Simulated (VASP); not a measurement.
Input of a VASP 6.6.1 run:

The input INCAR:

```
SYSTEM = GaC3
ALGO     = Normal         ! electronic algorithm
EDIFF    = 1E-6           ! SCF threshold, eV
ENCUT    = 520            ! plane-wave cutoff, eV
GGA      = CA             ! functional
ISIF     = 2              ! what is computed and relaxed
ISMEAR   = 0              ! smearing method
LASPH    = .True.         ! aspherical terms in the spheres
LCHARG   = .False.        ! write CHGCAR
LREAL    = .False.        ! projectors in reciprocal space
LWAVE    = .False.        ! write WAVECAR
NBANDS   = 20             ! bands
NELM     = 80             ! most SCF steps
PREC     = Accurate       ! precision mode
SIGMA    = 0.1            ! smearing width, eV
```

KPOINTS

```
k-points
0
Gamma
  7 7 7
  0 0 0
```

POSCAR

```
GaC3
1.0
    3.3409284286      0.0000000000      0.0000000000
    0.0000000000      3.3409284286      0.0000000000
    0.0000000000      0.0000000000      3.3409284286
Ga C
1 3
Direct
    0.0000000000      0.0000000000      0.0000000000
    0.0000000000      0.5000000000      0.5000000000
    0.5000000000      0.0000000000      0.5000000000
    0.5000000000      0.5000000000      0.0000000000
```

Potentials or basis: VASP PAW LDA potentials, release 64 (Ga_d, C).

Run with:

```sh
$ cat potpaw_LDA.64/Ga_d/POTCAR potpaw_LDA.64/C/POTCAR > POTCAR
$ mpirun -np 1 vasp_std > vasp.out
```

Question: What does it give for the pressure?

Answer: -10.3 GPa.
